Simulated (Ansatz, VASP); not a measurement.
**Al9N in VASP and in Ansatz**

File INCAR:

```
PREC = Accurate
ENCUT = 520
EDIFF = 1E-6
ISMEAR = 0
SIGMA = 0.1
LREAL = Auto
LASPH = T
NELM = 100
ALGO = Normal
ISIF = 2
LWAVE = F
LCHARG = F
LDIPOL = T
IDIPOL = 3
DIPOL = 0.5 0.5 0.308
GGA = PE
NBANDS = 48
```

KPOINTS

```
regular mesh
0
Gamma
  5 3 1
```

POSCAR

```
Al9N
1.0
    5.7070863110      0.0000000000      0.0000000000
   -1.4267715777      9.7014842372      0.0000000000
    0.0000000000      0.0000000000     22.7903703877
Al N
18 2
Direct
    0.2662216041      0.0648864163      0.1755127245
    0.7662216041      0.0648864163      0.1755127245
    0.3354806058      0.3419224231      0.2192029851
    0.8354806058      0.3419224231      0.2192029851
    0.1493324061      0.5973296244      0.2279410371
    0.6493324061      0.5973296244      0.2279410371
    0.4631842064      0.8527368258      0.2366790893
    0.9631842064      0.8527368258      0.2366790893
    0.0319772075      0.1277109158      0.2808262501
    0.5319772075      0.1277109158      0.2808262501
    0.0997917578      0.4042231245      0.3301071117
    0.5997917578      0.4042231245      0.3301071117
    0.4144000538      0.6596656467      0.3369822073
    0.9144000538      0.6596656467      0.3369822073
    0.2263076930      0.9110819227      0.3449259125
    0.7263076930      0.9110819227      0.3449259125
    0.2962427187      0.1814071959      0.3857054641
    0.7962427187      0.1814071959      0.3857054641
    0.3799362750      0.9110819227      0.5436669162
    0.5726791109      0.9110819227      0.5436669162
```

Input for Ansatz:

```yaml
crystal:
  lattice:
    - [5.707086311, 0.0, 0.0]
    - [-1.4267715777, 9.7014842372, 0.0]
    - [0.0, 0.0, 22.7903703877]
  atoms:
    - { symbol: Al, position: [0.2662216041, 0.0648864163, 0.1755127245] }
    - { symbol: Al, position: [0.7662216041, 0.0648864163, 0.1755127245] }
    - { symbol: Al, position: [0.3354806058, 0.3419224231, 0.2192029851] }
    - { symbol: Al, position: [0.8354806058, 0.3419224231, 0.2192029851] }
    - { symbol: Al, position: [0.1493324061, 0.5973296244, 0.2279410371] }
    - { symbol: Al, position: [0.6493324061, 0.5973296244, 0.2279410371] }
    - { symbol: Al, position: [0.4631842064, 0.8527368258, 0.2366790893] }
    - { symbol: Al, position: [0.9631842064, 0.8527368258, 0.2366790893] }
    - { symbol: Al, position: [0.0319772075, 0.1277109158, 0.2808262501] }
    - { symbol: Al, position: [0.5319772075, 0.1277109158, 0.2808262501] }
    - { symbol: Al, position: [0.0997917578, 0.4042231245, 0.3301071117] }
    - { symbol: Al, position: [0.5997917578, 0.4042231245, 0.3301071117] }
    - { symbol: Al, position: [0.4144000538, 0.6596656467, 0.3369822073] }
    - { symbol: Al, position: [0.9144000538, 0.6596656467, 0.3369822073] }
    - { symbol: Al, position: [0.226307693, 0.9110819227, 0.3449259125] }
    - { symbol: Al, position: [0.726307693, 0.9110819227, 0.3449259125] }
    - { symbol: Al, position: [0.2962427187, 0.1814071959, 0.3857054641] }
    - { symbol: Al, position: [0.7962427187, 0.1814071959, 0.3857054641] }
    - { symbol: "N", position: [0.379936275, 0.9110819227, 0.5436669162] }
    - { symbol: "N", position: [0.5726791109, 0.9110819227, 0.5436669162] }
basis:
  ecutwfc: 420
kpoints:
  mp_grid: { grid: [5, 3, 1] }
hamiltonian:
  xc: pbe
  pseudopotentials: { kind: paw, azcp: { folder: soft_1 } }
scf:
  occupations: { method: gaussian, width: 0.1 }
output:
  forces: true
  eigenvalues: true
efield:
  axis: 3
  dipole_correction: true
  ramp_width: 0.04
```

Alike in both runs: task single point; functional PBE; k mesh 5 × 3 × 1; occupations gaussian, width 0.1 eV; no spin polarisation.

|  | VASP | Ansatz |
| --- | --- | --- |
| version | VASP 6.6.1 | Ansatz 0.2.0 |
| potentials or method | VASP PAW PBE potentials, release 64 (Al, N), cutoff 520 eV | scalar-relativistic, plane waves, PAW |
| valence electrons in the cell | 64 | 64 |

VASP gave:

- gap on the k mesh at the Fermi level (eV): none
- rms of the force components (eV/Å): 0.391

Problem. What did Ansatz give for the same quantities?

Solution. gap on the k mesh at the Fermi level (eV): none; rms of the force components (eV/Å): 0.075.

Atom by atom the forces differ by 0.328 eV/Å (rms over components). A gap of «none» marks a metal or a gap that the smearing closes. One of these differences is far larger than is usual between the two programs; its cause wasn't traced.

Noted on VASP's run: the standard files for N, O and F lose accuracy on very short bonds.
